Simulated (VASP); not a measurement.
Here is a VASP 6.6.1 calculation.

Contents of INCAR:

```
PREC = Accurate
ENCUT = 600
EDIFF = 1E-6
ISMEAR = 0
SIGMA = 0.1
LREAL = False
LASPH = True
NELM = 120
ALGO = Normal
ISIF = 2
LWAVE = False
LCHARG = True
GGA = PE
LELF = True
LVHAR = True
NBANDS = 37
GGA_COMPAT = False
```

KPOINTS

```
Automatic mesh
0
Gamma
  6 6 6
```

Contents of POSCAR:

```
Ta4O
1.0
    5.3810746695      0.0000000000      0.0000000000
   -2.6905373347      4.6601473634      0.0000000000
    0.0000000000      0.0000000000      3.7838475797
Ta O
4 1
Direct
    0.5000000000      0.0000000000      0.5000000000
    0.0000000000      0.5000000000      0.5000000000
    0.5000000000      0.5000000000      0.5000000000
    0.0000000000      0.0000000000      0.0000000000
    0.0000000000      0.0000000000      0.5000000000
```

Potentials or basis: VASP PAW PBE potentials, release 64 (Ta_sv_GW, O).

Command:

```bash
$ cat potpaw_PBE.64/Ta_sv_GW/POTCAR potpaw_PBE.64/O/POTCAR > POTCAR
$ mpirun -np 1 vasp_std > vasp.out
```

(1) What does it give for the band gap on the k mesh?

(2) Estimate the pressure.

Results:

(1) zero (band 29 reaches 9.68 eV, above the bottom of band 30 at 7.76 eV).

(2) -0.2 GPa.

Caveat: spin-orbit coupling is left out, which moves the levels of the heavy elements.
